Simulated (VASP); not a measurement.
Ni, 1 atom in the cell. Symmetry: Fm-3m, No. 225, cubic system. Conventional cell: a = 3.616 Å, b = 3.616 Å, c = 3.616 Å, α = 90.00°, β = 90.00°, γ = 90.00°. Ni (site symmetry m-3m) has 12 Ni at 2.56 Å within 3.4 Å. 

| Quantity | Value |
| --- | --- |
| Program | VASP 6.6.1 |
| Task | single point |
| Functional | PBE |
| Potentials or basis | VASP PAW PBE potentials, release 64 (Ni) |
| Cutoff | 600 eV |
| k mesh | 4 × 4 × 4 |
| Occupations | fermi-dirac, width 0.1 eV |
| Spin | collinear spin, ferromagnetic start |
| Starting moments | [1.0] μB |
| Dipole correction | no |
| Further INCAR settings | ALGO = Normal; EDIFF = 1e-06; NBANDS = 15 |

Potentials or basis: VASP PAW PBE potentials, release 64 (Ni).

Launch:

```console
$ cat potpaw_PBE.64/Ni/POTCAR > POTCAR
$ mpirun -np 1 vasp_std > vasp.out
```

Hardware: 1 thread of Intel(R) Xeon(R) Platinum 8488C (Sapphire Rapids), on a shared host.

Q: Estimate the wall time of this run.

A: Run time: 6.1 s on 1 thread of Intel(R) Xeon(R) Platinum 8488C (Sapphire Rapids) (shared host), peak memory 0.13 GiB. Counts: scf iterations 13, k points 8.
